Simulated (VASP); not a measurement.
Wanted: the native input for a VASP 6.6.1 run.

- Task: relaxation of cell and atoms
- Functional: r2SCAN
- Potentials or basis: VASP PAW PBE potentials, release 64 (Ru_pv, Al)
- Cutoff: 600 eV
- k mesh: 6 × 6 × 6
- Occupations: gaussian, width 0.1 eV
- Spin: no spin polarisation
- Dipole correction: no
- Further INCAR settings: ALGO = Normal; EDIFF = 1e-07; IBRION = 2; EDIFFG = -0.05; NSW = 80; ISIF = 3

Crystal: Al2Ru.

```
Ru Al
1.0
     3.52776    0.00000    0.00000
    -1.76388    3.05513    0.00000
     0.00000    0.00000    3.74623
Ru Al
1 2
Direct
  0.00000 0.00000 0.00000
  0.33333 0.66667 0.50000
  0.66667 0.33333 0.50000
```

One way to write it, as run:

POSCAR

```
Al2Ru
1.0
    3.5277602899      0.0000000000      0.0000000000
   -1.7638801450      3.0551300295      0.0000000000
    0.0000000000      0.0000000000      3.7462278285
Ru Al
1 2
Direct
    0.0000000000      0.0000000000      0.0000000000
    0.3333333333      0.6666666667      0.5000000000
    0.6666666667      0.3333333333      0.5000000000
```

INCAR.step1

```
SYSTEM = Al2Ru
  PREC = Accurate
  ENCUT = 600
  ISMEAR = 0
  SIGMA = 0.1
  LREAL = .False.
  LASPH = .True.
  NELM = 100
  GGA = PE
  ALGO = Normal
  EDIFF = 1E-4
  LWAVE = .True.
  LCHARG = .False.
```

INCAR.step2

```
SYSTEM = Al2Ru
  PREC = Accurate
  ENCUT = 600
  EDIFF = 1E-7
  ISMEAR = 0
  SIGMA = 0.1
  LREAL = .False.
  LASPH = .True.
  NELM = 100
  ALGO = Normal
  ISIF = 3
  LWAVE = .False.
  LCHARG = .False.
  METAGGA = R2SCAN
  LMIXTAU = .True.
  IBRION = 2
  NSW = 80
  EDIFFG = -0.05
  ISTART = 1
```

KPOINTS

```
Automatic mesh
0
Gamma
  6 6 6
  0 0 0
```

Potentials or basis: VASP PAW PBE potentials, release 64 (Ru_pv, Al).

Command:

```bash
$ cat potpaw_PBE.64/Ru_pv/POTCAR potpaw_PBE.64/Al/POTCAR > POTCAR
$ cp INCAR.step1 INCAR
$ mpirun -np 1 vasp_std > vasp.out
$ cp INCAR.step2 INCAR
$ mpirun -np 1 vasp_std > vasp.out
```

Results of the run:

* Relaxed volume: 13.99 Å³/atom
* Relaxed cell: a = 4.184 Å, b = 4.184 Å, c = 2.767 Å, α = 90.00°, β = 90.00°, γ = 120.00°
* Space group after relaxing (to 0.05 Å): P6/mmm (No. 191)
* Energy gained by relaxing: 1836.3 meV/atom
* Ionic steps: 9
* Pressure after relaxing: 0.2 GPa
* Band gap on the k mesh: zero (band 10 reaches 12.22 eV, above the bottom of band 11 at 9.95 eV)

Caveat: the PAW data sets were made with another functional, which shifts forces and pressure a little.

Run time: 17 min on 1 thread of Intel(R) Xeon(R) Platinum 8259CL CPU @ 2.50GHz (Skylake/Cascade Lake), with other jobs on the host, peak memory 0.19 GiB.
